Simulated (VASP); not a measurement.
# Ni in VASP: a series of runs

Ni is run at these levels: PBE; tasks: single point.

Everything below comes from runs of VASP 6.6.1. Logs are shortened: lines on timing, memory, paths and dates and some standing lists are left out, and cuts for length are marked.

**1. The cell of the first run**

The structure is cubic, space group Fm-3m (No. 225). Conventional cell: a = 3.519 Å, b = 3.519 Å, c = 3.519 Å, α = 90.00°, β = 90.00°, γ = 90.00°. Within 3.3 Å of Ni (site symmetry m-3m) lie 12 Ni at 2.49 Å.

**2. Single point, PBE, collinear spin, ferromagnetic start**

Input file INCAR:

```
PREC = Accurate
ENCUT = 520
EDIFF = 1E-6
ISMEAR = 0
SIGMA = 0.15
LREAL = False
LASPH = True
NELM = 150
ALGO = Normal
ISIF = 2
LWAVE = False
LCHARG = False
ISPIN = 2
MAGMOM = 0.75 0.75 0.75 0.75 0.75 0.75 0.75 0.75
LORBIT = 11
LMAXMIX = 4
GGA = PE
NBANDS = 54
```

Input file KPOINTS:

```
regular mesh
0
Gamma
  8 8 8
```

Input file POSCAR:

```
Ni
1.0
   -3.5185213065     -3.5185213065      0.0000000000
    0.0000000000     -3.5185213065      3.5185213065
   -3.5185213065      0.0000000000      3.5185213065
Ni
8
Direct
    0.5000000000      0.0000000000      0.0000000000
    0.0000000000      0.0000000000      0.0000000000
    0.5000000000      0.5000000000      0.0000000000
    0.0000000000      0.5000000000      0.0000000000
    0.5000000000      0.0000000000      0.5000000000
    0.0000000000      0.0000000000      0.5000000000
    0.5000000000      0.5000000000      0.5000000000
    0.0000000000      0.5000000000      0.5000000000
```

Potentials or basis: VASP PAW PBE potentials, release 64 (Ni).

Started as:

```sh
$ cat potpaw_PBE.64/Ni/POTCAR > POTCAR
$ mpirun -np 1 vasp_std > vasp.out
```

OUTCAR:

```text
PREC = Accurate
   ENCUT = 520
   EDIFF = 1E-6
   ISMEAR = 0
   LREAL = False
   LASPH = True
   NELM = 150
   ISIF = 2
   ISPIN = 2
   LORBIT = 11
   GGA = PE

 ion  position               nearest neighbor table
   1  0.500  0.000  0.000-   2 2.49   3 2.49   5 2.49   5 2.49   6 2.49   7 2.49   3 2.49   4 2.49
                             7 2.49   2 2.49   4 2.49   6 2.49
   2  0.000  0.000  0.000-   1 2.49   4 2.49   6 2.49   5 2.49   6 2.49   8 2.49   3 2.49   4 2.49
                             8 2.49   1 2.49   3 2.49   5 2.49
   3  0.500  0.500  0.000-   1 2.49   4 2.49   7 2.49   5 2.49   7 2.49   8 2.49   1 2.49   2 2.49
                             5 2.49   2 2.49   4 2.49   8 2.49
   4  0.000  0.500  0.000-   2 2.49   3 2.49   8 2.49   6 2.49   7 2.49   8 2.49   1 2.49   2 2.49
                             6 2.49   1 2.49   3 2.49   7 2.49
   5  0.500  0.000  0.500-   1 2.49   6 2.49   7 2.49   1 2.49   2 2.49   3 2.49   3 2.49   7 2.49
                             8 2.49   2 2.49   6 2.49   8 2.49
   6  0.000  0.000  0.500-   2 2.49   5 2.49   8 2.49   1 2.49   2 2.49   4 2.49   4 2.49   7 2.49
                             8 2.49   1 2.49   5 2.49   7 2.49
   7  0.500  0.500  0.500-   3 2.49   5 2.49   8 2.49   1 2.49   3 2.49   4 2.49   1 2.49   5 2.49
                             6 2.49   4 2.49   6 2.49   8 2.49
   8  0.000  0.500  0.500-   4 2.49   6 2.49   7 2.49   2 2.49   3 2.49   4 2.49   2 2.49   5 2.49
                             6 2.49   3 2.49   5 2.49   7 2.49
[... 6 lines left out ...]
 A1 = (  -3.5185213065,  -3.5185213065,   0.0000000000)
 A2 = (   0.0000000000,  -3.5185213065,   3.5185213065)
 A3 = (  -3.5185213065,   0.0000000000,   3.5185213065)

Analysis of symmetry for initial positions (statically):
=====================================================================
 Subroutine PRICEL returns following result:

  LATTYP: Found a face centered cubic cell.
 ALAT       =     3.5185213065
[... 12 lines left out ...]
 Subroutine GETGRP returns: Found 48 space group operations
 (whereof 48 operations were pure point group operations)
 out of a pool of 48 trial point group operations.

The static configuration has the point symmetry O_h .

Analysis of symmetry for dynamics (positions and initial velocities):
=====================================================================
 Subroutine PRICEL returns following result:

  LATTYP: Found a face centered cubic cell.
 ALAT       =     3.5185213065
[... 12 lines left out ...]
 Subroutine GETGRP returns: Found 48 space group operations
 (whereof 48 operations were pure point group operations)
 out of a pool of 48 trial point group operations.

The dynamic configuration has the point symmetry O_h .

Analysis of structural, dynamic, and magnetic symmetry:
=====================================================================
 Subroutine PRICEL returns following result:

  LATTYP: Found a face centered cubic cell.
 ALAT       =     3.5185213065
[... 12 lines left out ...]
 Subroutine GETGRP returns: Found 48 space group operations
 (whereof 48 operations were pure point group operations)
 out of a pool of 48 trial point group operations.

The overall configuration has the point symmetry O_h .

 Subroutine INISYM returns: Found 48 space group operations
 (whereof 48 operations are pure point group operations),
 and found     8 'primitive' translations

----------------------------------------------------------------------------------------

                                     Primitive cell

  volume of cell :      10.8898

  direct lattice vectors                    reciprocal lattice vectors
    -1.759260653 -1.759260653  0.000000000    -0.284210301 -0.284210301 -0.284210301
     0.000000000 -1.759260653  1.759260653     0.284210301 -0.284210301  0.284210301
    -1.759260653  0.000000000  1.759260653    -0.284210301  0.284210301  0.284210301

  length of vectors
     2.487970276  2.487970276  2.487970276     0.492266682  0.492266682  0.492266682

  position of ions in fractional coordinates (direct lattice)
     0.000000000  0.000000000  0.000000000

  ion indices of the primitive-cell ions
   primitive index   ion index
                 1           1

----------------------------------------------------------------------------------------

 KPOINTS: regular mesh

Automatic generation of k-mesh.
 Grid dimensions read from file:
 generate k-points for:    8    8    8

 Generating k-lattice:

  Cartesian coordinates                     Fractional coordinates (reciprocal lattice)
[... 54 lines left out ...]
   ISPIN  =      2    spin polarized calculation?
   LNONCOLLINEAR =      F non collinear calculations
   LSORBIT =      F    spin-orbit coupling
   LASPH  =      T    aspherical Exc in radial PAW
   ENCUT  =  520.0 eV  38.22 Ry    6.18 a.u.   9.25  9.25  9.25*2*pi/ulx,y,z
   NELM   =    150;   NELMIN=  2; NELMDL= -5     # of ELM steps
   EDIFF  = 0.1E-05   stopping-criterion for ELM
   LREAL  =      F    real-space projection
   EDIFFG = 0.1E-04   stopping-criterion for IOM
   NSW    =      0    number of steps for IOM
   IBRION =     -1    ionic relax: 0-MD 1-quasi-New 2-CG
   NFREE  =      0    steps in history (QN), initial steepest desc. (CG)
   ISIF   =      2    stress and relaxation
   ISYM   =      2    0-nonsym 1-usesym 2-fastsym
   POTIM  = 0.5000    time-step for ionic-motion
   TEBEG  =    0.0;   TEEND  =   0.0 temperature during run
   PSTRESS=    0.0 pullay stress
   NELECT =      80.0000    total number of electrons
   NUPDOWN=      -1.0000    fix difference up-down
   EMIN   =  10.00;   EMAX   =-10.00  energy-range for DOS
   EFERMI =   0.00;   METHOD = LEGACY
   ISMEAR =     0;   SIGMA  =   0.15  broadening in eV -4-tet -1-fermi 0-gaus
   EFERMI_NEDOS =   21; number of points for ismear=-14 and -15
   IALGO  =     38    algorithm
   IMIX   =      4    mixing-type and parameters
     AMIX     =   0.40;   BMIX     =  1.00
     AMIX_MAG =   1.60;   BMIX_MAG =  1.00
  volume/ion in A,a.u.               =      10.89        73.49
  Fermi-wavevector in a.u.,A,eV,Ry     =   1.591236  3.007000 34.450394  2.532033
  Thomas-Fermi vector in A             =   2.689808
   LORBIT       =     11    0 simple, 1 ext, 2 COOP (PROOUT), +10 PAW based schemes
   GGA     = PE    functional components
   LHFCALC =     F    Hartree Fock is set to
   AEXX    =    0.0000 exact exchange contribution
   IVDW    =     0    specifies the selected vdW correction
   LEPSILON=     F    determine dielectric tensor
   LRPA    =     F    only Hartree local field effects (RPA)
 spin polarized calculation
 Gauss-broadening in eV      SIGMA  =   0.15
  energy-cutoff  :      520.00
  volume of cell :       87.12
 maximum number of plane-waves:      2397
 NGX is ok and might be reduce to    40
   NGX = 19   NGY = 19   NGZ = 19

 number of electron      80.0000074 magnetization       4.7811429

 Free energy of the ion-electron system (eV)
  ---------------------------------------------------
  ext. energy  EPLUGINS =         0.00000000
  ---------------------------------------------------
  free energy    TOTEN  =       -43.84184743 eV

  energy without entropy =      -43.68594675  energy(sigma->0) =      -43.76389709

 E-fermi :   9.3610     XC(G=0): -13.2497

 val. band max:        9.3603687569   @ k =   0.3750   0.2500   0.0000
 cond. band min:       9.3724151573   @ k =  -0.3750   0.2500   0.0000
 fundamental gap:      0.0120464003
 Fermi energy:         9.3609669214

 spin component 1

 k-point     1 :       0.0000    0.0000    0.0000
  band No.  band energies     occupation
      1       0.3604      1.00000
      2       4.5461      1.00000
      3       4.5461      1.00000
      4       4.5461      1.00000
      5       4.5461      1.00000
      6       4.7334      1.00000
[... 1309 lines left out ...]
     51      18.1284      0.00000
     52      18.1284      0.00000

 [... further k-points ...]

 spin component 2

 k-point     1 :       0.0000    0.0000    0.0000
  band No.  band energies     occupation
      1       0.3240      1.00000
      2       4.9580      1.00000
      3       4.9580      1.00000
      4       4.9580      1.00000
      5       4.9580      1.00000
      6       5.0603      1.00000
[... 1309 lines left out ...]
     51      18.3158      0.00000
     52      18.3158      0.00000

 [... further k-points ...]

 [bands above 52 left out]

------------------------ aborting loop because EDIFF is reached ----------------------------------------

  FORCE on cell =-STRESS in cart. coord.  units (eV):
  Direction    XX          YY          ZZ          XY          YZ          ZX
  --------------------------------------------------------------------------------------
  -------------------------------------------------------------------------------------
  Total       -0.0828478     -0.0828478     -0.0828478      0.0000000     -0.0000000      0.0000000
  in kB       -1.5236346     -1.5236346     -1.5236346      0.0000000     -0.0000000      0.0000000
  external PRESSURE =      -1.5236346 kB  Pullay stress =       0.0000000 kB

 VOLUME and BASIS-vectors are now :
 -----------------------------------------------------------------------------
  energy-cutoff  :      520.00
  volume of cell :       87.12
      direct lattice vectors                 reciprocal lattice vectors
    -3.518521306 -3.518521306  0.000000000    -0.142105151 -0.142105151 -0.142105151
     0.000000000 -3.518521306  3.518521306     0.142105151 -0.142105151  0.142105151
    -3.518521306  0.000000000  3.518521306    -0.142105151  0.142105151  0.142105151

 POSITION                                       TOTAL-FORCE (eV/Angst)
 -----------------------------------------------------------------------------------
     -1.75926     -1.75926      0.00000        -0.000000     -0.000000      0.000000
      0.00000      0.00000      0.00000        -0.000000      0.000000     -0.000000
     -1.75926     -3.51852      1.75926         0.000000      0.000000     -0.000000
      0.00000     -1.75926      1.75926         0.000000     -0.000000      0.000000
     -3.51852     -1.75926      1.75926        -0.000000      0.000000     -0.000000
     -1.75926      0.00000      1.75926        -0.000000     -0.000000     -0.000000
     -3.51852     -3.51852      3.51852         0.000000      0.000000      0.000000
     -1.75926     -1.75926      3.51852         0.000000      0.000000      0.000000
 -----------------------------------------------------------------------------------
    total drift:                                0.000000     -0.000000      0.000000

  FREE ENERGIE OF THE ION-ELECTRON SYSTEM (eV)
  ---------------------------------------------------
  free  energy   TOTEN  =       -43.8418474349 eV

  energy  without entropy=      -43.6859467520  energy(sigma->0) =      -43.76389709

 total charge

# of ion       s       p       d       tot
------------------------------------------
    1        0.496   0.496   8.316   9.309
    2        0.496   0.496   8.316   9.309
    3        0.496   0.496   8.316   9.309
    4        0.496   0.496   8.316   9.309
    5        0.496   0.496   8.316   9.309
    6        0.496   0.496   8.316   9.309
    7        0.496   0.496   8.316   9.309
    8        0.496   0.496   8.316   9.309
--------------------------------------------------
tot          3.970   3.971  66.527  74.468

 magnetization (x)

# of ion       s       p       d       tot
------------------------------------------
    1       -0.007  -0.025   0.641   0.609
    2       -0.007  -0.025   0.641   0.609
    3       -0.007  -0.025   0.641   0.609
    4       -0.007  -0.025   0.641   0.609
    5       -0.007  -0.025   0.641   0.609
    6       -0.007  -0.025   0.641   0.609
    7       -0.007  -0.025   0.641   0.609
    8       -0.007  -0.025   0.641   0.609
--------------------------------------------------
tot         -0.055  -0.197   5.127   4.876
```

Wall time 7.7 min (1 thread of Intel Xeon 8259CL, shared host); peak memory 0.39 GiB.

Results:

```yaml
Free_energy: -43.8418 eV
Pressure: -0.2 GPa
Net_moment: 4.78 μB per cell
Site_moments: Ni +0.61 μB
Valence_electrons_inside_the_program's_atomic_spheres: Ni 9.31
```

Levels at points of the mesh, in eV from the Fermi level:
Spin up:
```csv
k point,band 40,band 41,band 42,band 43,band 44,band 45
"(0.00, 0.00, 0.00)",-0.45,-0.45,-0.29,-0.29,-0.29,-0.29
"(0.50, 0.00, 0.00)",-0.53,-0.53,-0.53,2.25,2.25,2.25
"(0.50, 0.50, 0.00)",-0.89,-0.45,-0.45,0.98,0.98,0.98
```
Spin down:
| k point | band 34 | band 35 | band 36 | band 37 | band 38 | band 39 | band 40 | band 41 | band 42 | band 43 |
| --- | --- | --- | --- | --- | --- | --- | --- | --- | --- | --- |
| (0.00, 0.00, 0.00) | 0.14 | 0.14 | 0.14 | 0.14 | 0.14 | 0.14 | 0.38 | 0.38 | 0.38 | 0.38 |
| (0.50, 0.00, 0.00) | -0.54 | -0.54 | -0.54 | 0.20 | 0.20 | 0.20 | 0.20 | 0.20 | 0.20 | 2.60 |
| (0.50, 0.50, 0.00) | -0.77 | -0.59 | -0.59 | -0.59 | -0.59 | -0.32 | -0.32 | 0.38 | 0.38 | 1.52 |

**3. Single point, PBE, collinear spin, ferromagnetic start (biaxial strain in the a-b plane: -2.0 %)**

Input file INCAR:

```
PREC     = Accurate       # precision mode
ENCUT    = 520            # plane-wave cutoff, eV
EDIFF    = 1E-7           # SCF threshold, eV
ISMEAR   = 0              # smearing method
SIGMA    = 0.1            # smearing width, eV
LREAL    = False          # projectors in reciprocal space
LASPH    = True           # aspherical terms in the spheres
NELM     = 150            # most SCF steps
ALGO     = Normal         # electronic algorithm
ISIF     = 2              # what is computed and relaxed
LWAVE    = False          # write WAVECAR
LCHARG   = True           # write CHGCAR
ISPIN    = 2              # spin polarisation
MAGMOM   = 0.75 0.75      # initial moments
LORBIT   = 11             # projections on sites
LMAXMIX  = 4              # l up to which the mixer works
GGA      = PE             # functional
LELF     = True           # ELF
LVHAR    = True         
NBANDS   = 21             # bands
```

Input file KPOINTS:

```
Automatic mesh
0
Gamma
  20 20 14
```

Input file POSCAR:

```
Ni
1.0
    1.7240754360      1.7240754360      0.0000000000
   -1.7240754360      1.7240754360      0.0000000000
    0.0000000000      0.0000000000      3.5607435535
Ni
2
Direct
    0.0000000000      0.0000000000      0.0000000000
    0.5000000000      0.5000000000      0.5000000000
```

Potentials or basis: VASP PAW PBE potentials, release 64 (Ni).

Started as:

```sh
$ cat potpaw_PBE.64/Ni/POTCAR > POTCAR
$ mpirun -np 1 vasp_std > vasp.out
```

Run time: 4.6 min. Hardware: 1 thread of Intel Xeon Platinum 8488C (Sapphire Rapids), shared host; peak memory 0.4 GiB.

The run converged. Its results:

```yaml
Free_energy: -10.9324 eV
Pressure: 6.0 GPa
Net_moment: 1.25 μB per cell
Site_moments: Ni +0.63 μB
Valence_electrons_inside_the_program's_atomic_spheres: Ni 9.36
```

Stress tensor (GPa, compression positive):
```
7.57 0.00 0.00
0.00 7.57 0.00
0.00 0.00 2.97
```

Levels at points of the mesh, in eV from the Fermi level:
Spin up:
| k point | band 8 | band 9 | band 10 | band 11 | band 12 | band 13 | band 14 | band 15 |
| --- | --- | --- | --- | --- | --- | --- | --- | --- |
| (0.00, 0.00, 0.00) | -1.17 | -0.53 | -0.47 | -0.47 | 1.96 | 8.89 | 15.63 | 15.63 |
| (0.50, 0.00, 0.00) | -1.70 | -1.38 | -1.38 | 1.12 | 1.12 | 11.43 | 11.43 | 12.77 |
| (0.50, 0.50, 0.00) | -0.53 | -0.39 | -0.39 | 2.72 | 2.72 | 9.76 | 9.76 | 14.81 |
| (0.00, 0.00, 0.50) | -1.58 | -1.58 | -1.58 | -0.85 | -0.85 | 19.63 | 19.63 | 19.97 |
| (0.50, 0.00, 0.50) | -0.64 | -0.56 | -0.56 | -0.34 | -0.34 | 5.87 | 5.87 | 22.26 |
| (0.50, 0.50, 0.50) | -1.37 | -0.39 | -0.39 | 7.92 | 7.92 | 7.92 | 7.92 | 10.35 |
Spin down:
```
           k point  band 7  band 8  band 9  band 10  band 11  band 12  band 13  band 14
(0.00, 0.00, 0.00)   -0.81   -0.59    0.08     0.39     0.39     1.92     9.15    15.64
(0.50, 0.00, 0.00)   -1.15   -1.15   -0.57    -0.57     1.69     1.69    11.63    11.63
(0.50, 0.50, 0.00)    0.33    0.33    0.49     0.49     2.69     2.69    10.00    10.00
(0.00, 0.00, 0.50)   -0.79   -0.79   -0.79    -0.79    -0.26    -0.26    19.65    19.65
(0.50, 0.00, 0.50)   -0.40   -0.40    0.12     0.12     0.20     0.20     6.29     6.29
(0.50, 0.50, 0.50)   -0.81   -0.81    0.49     0.49     8.09     8.09     8.09     8.09
```

Caveat: the cell differs from its parent crystal (biaxial strain in the a-b plane: -2.0 %); the cell stands under pressure.

(Continued in part 2 of 2.)
